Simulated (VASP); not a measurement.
Here is a VASP 6.6.1 calculation.

The input INCAR:

```
ALGO = Fast ; EDIFF = 1E-6
EDIFFG = -0.01 ; ENCUT = 600
GGA = PE ; IBRION = 2
ISIF = 3 ; ISMEAR = 0
LASPH = True ; LCHARG = False
LREAL = False ; LWAVE = False
NELM = 60 ; NSW = 100
PREC = Accurate ; SIGMA = 0.1
```

File KPOINTS:

```
k-points
0
Gamma
  18 18 8
```

The input POSCAR:

```
Al2Ni
1.0
    2.8259734707      0.0000000000      0.0000000000
   -1.4129867353      2.4473648160      0.0000000000
    0.0000000000      0.0000000000      6.0310115926
Al Ni
2 1
Direct
    0.3333333333      0.6666666667      0.1897942534
    0.6666666667      0.3333333333      0.8102057466
    0.0000000000      0.0000000000      0.5000000000
```

Potentials or basis: VASP PAW PBE potentials, release 64 (Al, Ni).

Run with:

```sh
$ cat potpaw_PBE.64/Al/POTCAR potpaw_PBE.64/Ni/POTCAR > POTCAR
$ mpirun -np 1 vasp_std > vasp.out
```

**Question.** Predict the band gap on the k mesh.

**Answer.** Zero (band 8 reaches 9.38 eV, above the bottom of band 9 at 8.04 eV).

**Question.** What does it give for the relaxed volume?

**Answer.** 13.88 Å³/atom.

Forces in eV/Å, atoms in the order of the input:
```
Al   0.000  0.000 -0.003
Al   0.000  0.000  0.003
Ni   0.000  0.000  0.000
```

Spin polarisation is off, so any magnetic state and its effect on volume and gap are missing.
